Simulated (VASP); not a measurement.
Write the native input for VASP 6.6.1 that does the following.

```
Task                   : relaxation of cell and atoms
Functional             : PBE
Potentials or basis    : VASP PAW PBE potentials, release 64 (Ga_d, N)
Cutoff                 : 600 eV
k mesh                 : 10 × 10 × 10
Occupations            : gaussian, width 0.01 eV
Spin                   : no spin polarisation
Target pressure        : 1 GPa
Dipole correction      : no
Further INCAR settings : ALGO = Normal; EDIFF = 1e-06; IBRION = 2; EDIFFG = -0.001; NSW = 80; ISIF = 3
```

The structure of GaN lies in POSCAR:

```
GaN
1.0
    0.0000000000      2.2742384991      2.2742384991
    2.2742384991      0.0000000000      2.2742384991
    2.2742384991      2.2742384991      0.0000000000
Ga N
1 1
Direct
    0.0000000000      0.0000000000      0.0000000000
    0.7500000000      0.7500000000      0.7500000000
```

These files were run (other wordings do the same):

INCAR

```
SYSTEM = GaN
  PREC = Accurate
  ENCUT = 600
  EDIFF = 1E-6
  ISMEAR = 0
  SIGMA = 0.01
  LREAL = .FALSE.
  LASPH = .TRUE.
  NELM = 100
  ALGO = Normal
  ISIF = 3
  LWAVE = .FALSE.
  LCHARG = .FALSE.
  GGA = PE
  IBRION = 2
  NSW = 80
  EDIFFG = -0.001
  PSTRESS = 10.0
```

KPOINTS

```
Automatic mesh
0
G
  10 10 10
  0 0 0
```

Potentials or basis: VASP PAW PBE potentials, release 64 (Ga_d, N).

The run is started by

```sh
$ cat potpaw_PBE.64/Ga_d/POTCAR potpaw_PBE.64/N/POTCAR > POTCAR
$ mpirun -np 1 vasp_std > vasp.out
```

Results of the run:

* Relaxed volume: 11.69 Å³/atom
* Relaxed cell: a = 3.210 Å, b = 3.210 Å, c = 3.210 Å, α = 60.00°, β = 60.00°, γ = 60.00°
* Space group after relaxing (to 0.05 Å): F-43m (No. 216)
* Energy change on relaxing (the enthalpy is what falls): +0.2 meV/atom
* Ionic steps: 16
* Pressure after relaxing: 1.0 GPa
* Band gap on the k mesh: 1.59 eV, direct

Caveat: the cell is relaxed towards a set pressure, so the enthalpy falls and the energy may rise.

Run time: 43 s on 1 thread of Intel(R) Xeon(R) 6975P-C (Granite Rapids), on a shared host, peak memory 0.17 GiB.
